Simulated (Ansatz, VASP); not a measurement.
**Two plane-wave programs on ZnO**

File INCAR:

```
SYSTEM = ZnO
  ALGO = Normal
  EDIFF = 1E-6
  ENCUT = 520
  GGA = PE
  ISIF = 2
  ISMEAR = 0
  LASPH = .TRUE.
  LCHARG = .FALSE.
  LREAL = .FALSE.
  LWAVE = .FALSE.
  NBANDS = 26
  NELM = 60
  PREC = Accurate
  SIGMA = 0.02
```

File KPOINTS:

```
k-points
0
G
  9 9 6
  0 0 0
```

The input POSCAR:

```
ZnO
1.0
    3.2796453204      0.0000000000      0.0000000000
   -1.6398226602      2.8402561629      0.0000000000
    0.0000000000      0.0000000000      5.2931535335
Zn O
2 2
Direct
    0.3333333333      0.6666666667      0.8104565264
    0.6666666667      0.3333333333      0.3104565264
    0.6666666667      0.3333333333      0.6895524379
    0.3333333333      0.6666666667      0.1895524379
```

Input for Ansatz:

```yaml
crystal:
  lattice:
    - [3.2796453204, 0.0, 0.0]
    - [-1.6398226602, 2.8402561629, 0.0]
    - [0.0, 0.0, 5.2931535335]
  atoms:
    - { symbol: Zn, position: [0.3333333333, 0.6666666667, 0.8104565264] }
    - { symbol: Zn, position: [0.6666666667, 0.3333333333, 0.3104565264] }
    - { symbol: O, position: [0.6666666667, 0.3333333333, 0.6895524379] }
    - { symbol: O, position: [0.3333333333, 0.6666666667, 0.1895524379] }
basis:
  ecutwfc: 420
kpoints:
  mp_grid: { grid: [9, 9, 6] }
hamiltonian:
  xc: pbe
scf:
  occupations: { method: gaussian, width: 0.02 }
output:
  forces: false
  stress: false
  eigenvalues: true
  eigenstates:
    kpoints:
      - [0.0, 0.0, 0.0]
      - [0.010439435, -0.005219718, 0.0]
      - [-0.010439435, 0.005219718, 0.0]
      - [0.0, 0.009040816, 0.0]
      - [0.0, -0.009040816, 0.0]
      - [0.0, 0.0, 0.016848631]
      - [0.0, 0.0, -0.016848631]
      - [0.007381795, 0.002701925, 0.0]
      - [-0.007381795, -0.002701925, 0.0]
      - [0.007381795, -0.003690898, 0.011913781]
      - [-0.007381795, 0.003690898, -0.011913781]
      - [0.0, 0.006392822, 0.011913781]
      - [0.0, -0.006392822, -0.011913781]
      - [0.006027211, 0.002206112, 0.009727562]
      - [-0.006027211, -0.002206112, -0.009727562]
      - [0.0, 0.0, 0.0]
      - [0.010439435, -0.005219718, 0.0]
      - [-0.010439435, 0.005219718, 0.0]
      - [0.0, 0.009040816, 0.0]
      - [0.0, -0.009040816, 0.0]
      - [0.0, 0.0, 0.016848631]
      - [0.0, 0.0, -0.016848631]
      - [0.007381795, 0.002701925, 0.0]
      - [-0.007381795, -0.002701925, 0.0]
      - [0.007381795, -0.003690898, 0.011913781]
      - [-0.007381795, 0.003690898, -0.011913781]
      - [0.0, 0.006392822, 0.011913781]
      - [0.0, -0.006392822, -0.011913781]
      - [0.006027211, 0.002206112, 0.009727562]
      - [-0.006027211, -0.002206112, -0.009727562]
    e_range: [-2.243972, 2.243972]
checkpoint:
  read: start.run
  write: ck
  compress: false
  write_wavefunctions: false
  write_every: 100000
```

Alike in both runs: task single point; functional PBE; k mesh 9 × 9 × 6; occupations gaussian, width 0.02 eV; no spin polarisation.

|  | VASP | Ansatz |
| --- | --- | --- |
| version | VASP 6.6.1 | Ansatz 0.2.0 |
| potentials or method | VASP PAW PBE potentials, release 64 (Zn, O), cutoff 520 eV | scalar-relativistic, plane waves, PAW |
| valence electrons in the cell | 36 | 36 |

Ansatz gave:

```
gap on the k mesh at the Fermi level (eV) : 0.74
least direct gap on the mesh (eV)         : 0.74
```

Problem. Which values does VASP return?

Solution. gap on the k mesh at the Fermi level (eV): 0.73; least direct gap on the mesh (eV): 0.73.

The functional is the same, so the differences come from potentials, cutoffs and numerics.
